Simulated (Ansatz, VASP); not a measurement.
## W in VASP and in Ansatz

Contents of INCAR:

```
PREC     = Accurate       # precision mode
ENCUT    = 520            # plane-wave cutoff, eV
EDIFF    = 1E-6           # SCF threshold, eV
ISMEAR   = 1              # smearing method
SIGMA    = 0.2            # smearing width, eV
LREAL    = F              # projectors in reciprocal space
LASPH    = T              # aspherical terms in the spheres
NELM     = 100            # most SCF steps
ALGO     = Normal         # electronic algorithm
ISIF     = 2              # what is computed and relaxed
LWAVE    = F              # write WAVECAR
LCHARG   = T              # write CHGCAR
LDIPOL   = T            
IDIPOL   = 3            
DIPOL    = 0.5 0.5 0.500
GGA      = PS             # functional
LELF     = T              # ELF
LVHAR    = T            
LVACPOTAV= T            
NBANDS   = 43             # bands
```

The input KPOINTS:

```
Automatic mesh
0
Gamma
  13 13 1
```

The input POSCAR:

```
W
1.0
    2.7317561333      0.0000000000      0.0000000000
   -0.9105853778      2.5755243819      0.0000000000
    0.0000000000      0.0000000000     23.9218781711
W
5
Direct
    0.5000000000      0.5000000000      0.3135205332
    0.0000000000      0.0000000000      0.4067602666
    0.5000000000      0.5000000000      0.5000000000
    0.0000000000      0.0000000000      0.5932397334
    0.5000000000      0.5000000000      0.6864794668
```

Input for Ansatz:

```yaml
crystal:
  lattice:
    - [2.7317561333, 0.0, 0.0]
    - [-0.9105853778, 2.5755243819, 0.0]
    - [0.0, 0.0, 23.9218781711]
  atoms:
    - { symbol: W, position: [0.5, 0.5, 0.3135205332] }
    - { symbol: W, position: [0.0, 0.0, 0.4067602666] }
    - { symbol: W, position: [0.5, 0.5, 0.5] }
    - { symbol: W, position: [0.0, 0.0, 0.5932397334] }
    - { symbol: W, position: [0.5, 0.5, 0.6864794668] }
basis:
  ecutwfc: 420
kpoints:
  mp_grid: { grid: [13, 13, 1] }
hamiltonian:
  xc: pbesol
scf:
  occupations: { method: methfessel_paxton, width: 0.2 }
output:
  forces: true
  stress: true
  eigenvalues: true
efield:
  axis: 3
  dipole_correction: true
  ramp_width: 0.04
```

Alike in both runs: task single point; functional PBEsol; k mesh 13 × 13 × 1; occupations methfessel-paxton of order 1, width 0.2 eV; no spin polarisation.

|  | VASP | Ansatz |
| --- | --- | --- |
| version | VASP 6.6.1 | Ansatz 0.2.0 |
| potentials or method | VASP PAW PBE potentials, release 64 (W_sv), cutoff 520 eV | scalar-relativistic, plane waves, PAW |
| valence electrons in the cell | 70 | 70 |

|  | VASP | Ansatz | Ansatz less VASP |
| --- | --- | --- | --- |
| gap on the k mesh at the Fermi level (eV) | none | none | - |
| rms of the force components (eV/Å) | 0.332 | 0.337 | +0.0055 |
| work function, face that differs most (eV) | 4.99 | 4.99 | -0.002 |

VASP's potentials were made for PBE, not for PBEsol. Atom by atom the forces differ by 0.011 eV/Å (rms over components). A gap of «none» marks a metal or a gap that the smearing closes. The functional is the same, so the differences come from potentials, cutoffs and numerics.

Spin-orbit coupling is off throughout.
